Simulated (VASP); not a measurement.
# NbH2 (Fm-3m) in VASP: a series of runs, part 2 of 2

VASP 6.6.1. The steps go on from the part before.

## (3) Single point, r2SCAN

The input, POSCAR:

```
NbH2
1.0
    0.0000000000      2.2814993472      2.2814993472
    2.2814993472      0.0000000000      2.2814993472
    2.2814993472      2.2814993472      0.0000000000
Nb H
1 2
Direct
    0.0000000000      0.0000000000      0.0000000000
    0.2500000000      0.2500000000      0.2500000000
    0.7500000000      0.7500000000      0.7500000000
```

The input, INCAR.step1:

```
  ALGO = Normal
  EDIFF = 1E-4
  ENCUT = 520
  GGA = PE
  ISMEAR = 0
  LASPH = T
  LCHARG = F
  LREAL = F
  LWAVE = T
  NBANDS = 14
  NELM = 100
  PREC = Accurate
  SIGMA = 0.05
```

The input, INCAR.step2:

```
  ALGO = Normal
  EDIFF = 1E-6
  ENCUT = 520
  ISIF = 2
  ISMEAR = 0
  ISTART = 1
  LASPH = T
  LCHARG = F
  LMIXTAU = T
  LREAL = F
  LWAVE = F
  METAGGA = R2SCAN
  NBANDS = 14
  NELM = 100
  PREC = Accurate
  SIGMA = 0.05
```

The input, KPOINTS:

```
k-points
0
Gamma
  12 12 12
```

Potentials or basis: VASP PAW PBE potentials, release 64 (Nb_sv, H).

Started as:

```bash
> cat potpaw_PBE.64/Nb_sv/POTCAR potpaw_PBE.64/H/POTCAR > POTCAR
> cp INCAR.step1 INCAR
> mpirun -np 1 vasp_std > vasp.out
> cp INCAR.step2 INCAR
> mpirun -np 1 vasp_std > vasp.out
```

OUTCAR:

```text
EDIFF = 1E-6
   ENCUT = 520
   ISIF = 2
   ISMEAR = 0
   ISTART = 1
   LASPH = T
   LREAL = F
   METAGGA = R2SCAN
   NELM = 100
   PREC = Accurate

 ion  position               nearest neighbor table
   1  0.000  0.000  0.000-
   2  0.250  0.250  0.250-
   3  0.750  0.750  0.750-

  LATTYP: Found a face centered cubic cell.
 ALAT       =     4.5629986944

  Lattice vectors:

 A1 = (   0.0000000000,   2.2814993472,   2.2814993472)
 A2 = (   2.2814993472,   0.0000000000,   2.2814993472)
 A3 = (   2.2814993472,   2.2814993472,   0.0000000000)

Analysis of symmetry for initial positions (statically):
=====================================================================
 Subroutine PRICEL returns:
 Original cell was already a primitive cell.

 Routine SETGRP: Setting up the symmetry group for a
 face centered cubic supercell.

 Subroutine GETGRP returns: Found 48 space group operations
 (whereof 48 operations were pure point group operations)
 out of a pool of 48 trial point group operations.
[... 177 lines left out ...]
      4     -22.3235      2.00000
      5      -1.2794      2.00000
      6       8.5324      2.00000
      7       8.6709      2.00000
      8       8.6709      2.00000
      9       8.6709      2.00000
     10      11.3869      0.00000
     11      11.3869      0.00000
     12      22.8967      0.00000
     13      24.1466      0.00000
     14      24.1466      0.00000
[... 377 lines left out ...]
      1     -47.1775      2.00000
      2     -22.9790      2.00000
      3     -22.5499      2.00000
      4     -22.4379      2.00000
      5       1.7133      2.00000
      6       4.0617      2.00000
      7       7.9979      2.00000
      8       9.4741      2.00000
      9      12.3533      0.00000
     10      13.4937      0.00000
     11      16.0795      0.00000
     12      17.5212      0.00000
     13      19.6947      0.00000
     14      23.0639      0.00000

 [... further k-points ...]

------------------------ aborting loop because EDIFF is reached ----------------------------------------

  FORCE on cell =-STRESS in cart. coord.  units (eV):
  Direction    XX          YY          ZZ          XY          YZ          ZX
  --------------------------------------------------------------------------------------
  -------------------------------------------------------------------------------------
  Total       -0.3302213     -0.3302213     -0.3302213      0.0000000     -0.0000000      0.0000000
  in kB      -22.2753577    -22.2753577    -22.2753577      0.0000000     -0.0000000      0.0000000
  external PRESSURE =     -22.2753577 kB  Pullay stress =       0.0000000 kB

 VOLUME and BASIS-vectors are now :
 -----------------------------------------------------------------------------
  energy-cutoff  :      520.00
  volume of cell :       23.75
      direct lattice vectors                 reciprocal lattice vectors
     0.000000000  2.281499347  2.281499347    -0.219154128  0.219154128  0.219154128
     2.281499347  0.000000000  2.281499347     0.219154128 -0.219154128  0.219154128
     2.281499347  2.281499347  0.000000000     0.219154128  0.219154128 -0.219154128

 POSITION                                       TOTAL-FORCE (eV/Angst)
 -----------------------------------------------------------------------------------
      0.00000      0.00000      0.00000        -0.000000      0.000000     -0.000000
      1.14075      1.14075      1.14075        -0.000000     -0.000000     -0.000000
      3.42225      3.42225      3.42225         0.000000      0.000000      0.000000
 -----------------------------------------------------------------------------------
    total drift:                               -0.000000      0.000000      0.000000

  FREE ENERGIE OF THE ION-ELECTRON SYSTEM (eV)
  ---------------------------------------------------
  free  energy   TOTEN  =       -32.5632924840 eV

  energy  without entropy=      -32.5618653829  energy(sigma->0) =      -32.56257893
```

OUTCAR.step1:

```text
EDIFF = 1E-4
   ENCUT = 520
   GGA = PE
   ISMEAR = 0
[... 633 lines left out ...]
      0.00000      0.00000      0.00000        -0.000000      0.000000      0.000000
      1.14075      1.14075      1.14075         0.000000     -0.000000     -0.000000
      3.42225      3.42225      3.42225        -0.000000      0.000000      0.000000
 -----------------------------------------------------------------------------------
    total drift:                               -0.000000      0.000000      0.000000

  FREE ENERGIE OF THE ION-ELECTRON SYSTEM (eV)
  ---------------------------------------------------
  free  energy   TOTEN  =       -17.7208777155 eV

  energy  without entropy=      -17.7194236331  energy(sigma->0) =      -17.72015067
```

OSZICAR.step1:

```text
N       E                     dE             d eps       ncg     rms          rms(c)
DAV:   1     0.119189461332E+03    0.11919E+03   -0.78986E+03  2024   0.106E+03
DAV:   2    -0.141731123157E+02   -0.13336E+03   -0.12631E+03  2364   0.371E+02
DAV:   3    -0.189036032883E+02   -0.47305E+01   -0.45204E+01  3002   0.606E+01
DAV:   4    -0.191458571973E+02   -0.24225E+00   -0.24158E+00  2670   0.124E+01
DAV:   5    -0.191504262784E+02   -0.45691E-02   -0.45683E-02  2898   0.175E+00    0.926E+00
DAV:   6    -0.178694298667E+02    0.12810E+01   -0.14173E+00  3132   0.139E+01    0.285E+00
DAV:   7    -0.177224191114E+02    0.14701E+00   -0.35172E-01  3348   0.572E+00    0.788E-01
DAV:   8    -0.177205820037E+02    0.18371E-02   -0.30009E-02  2738   0.203E+00    0.269E-01
DAV:   9    -0.177209520947E+02   -0.37009E-03   -0.29746E-03  3244   0.517E-01    0.804E-02
DAV:  10    -0.177208777155E+02    0.74379E-04   -0.21383E-04  2238   0.131E-01
   1 F= -.17720878E+02 E0= -.17720151E+02  d E =-.145408E-02
```

Run time: 75 s. Hardware: 1 thread of Intel Xeon 8259CL, shared host; peak memory 0.16 GiB.

Results:

| Item | Value |
| --- | --- |
| Free energy | -32.5633 eV |
| Pressure | -2.2 GPa |
| Band gap on the k mesh | zero (an odd number of electrons rules out a gap without spin polarisation) |

Caveat: the PAW data sets were made with another functional, which shifts forces and pressure a little.
